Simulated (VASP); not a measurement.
Write the native input for VASP 6.6.1 that does the following.

```yaml
Task: relaxation of cell and atoms
Functional: RPBE
Potentials_or_basis: VASP PAW PBE potentials, release 64 (Si)
Cutoff: 500 eV
k_mesh: 13 × 13 × 11
Occupations: fermi-dirac, width 0.05 eV
Spin: no spin polarisation
Dipole_correction: no
Further_INCAR_settings: ALGO = Normal; EDIFF = 1e-07; IBRION = 2; EDIFFG = -0.01; NSW = 60; ISIF = 3
```

The structure of Si lies in POSCAR:

```
Si
1.0
   -1.6322467100      1.6887678500      1.1666669100
    1.7308028500     -1.6932995100      1.2936920400
    1.6246017100      1.6856545100     -1.1722508300
Si
1
Direct
    0.0000000000      0.0000000000      0.0000000000
```

One way to write it, as run:

INCAR

```
PREC = Accurate ; ENCUT = 500
EDIFF = 1E-7 ; ISMEAR = -1
SIGMA = 0.05 ; LREAL = False
LASPH = True ; NELM = 120
ALGO = Normal ; ISIF = 3
LWAVE = False ; LCHARG = False
GGA = RP ; IBRION = 2
NSW = 60 ; EDIFFG = -0.01
GGA_COMPAT = False ; NELMIN = 4
```

KPOINTS

```
regular mesh
0
Gamma
  13 13 11
```

Potentials or basis: VASP PAW PBE potentials, release 64 (Si).

The run is started by

```sh
$ cat potpaw_PBE.64/Si/POTCAR > POTCAR
$ mpirun -np 1 vasp_std > vasp.out
```

Results of the run:

The relaxed volume is 14.81 Å³/atom, the relaxed cell is a = 2.623 Å, b = 2.841 Å, c = 2.602 Å, α = 103.39°, β = 99.71°, γ = 122.75° and the space group after relaxing (to 0.1 Å) is C2/m (No. 12). The energy gained by relaxing is 44.4 meV/atom and the ionic steps are 17. The pressure after relaxing is 0.0 GPa. The band gap on the k mesh is zero (bands 2 and 3 overlap by 12.04 eV).

Caveat: the PAW data sets were made with another functional, which shifts forces and pressure a little.

Wall time 11 min on 1 thread of Intel Xeon 8259CL, on a shared host, peak memory 0.18 GiB.
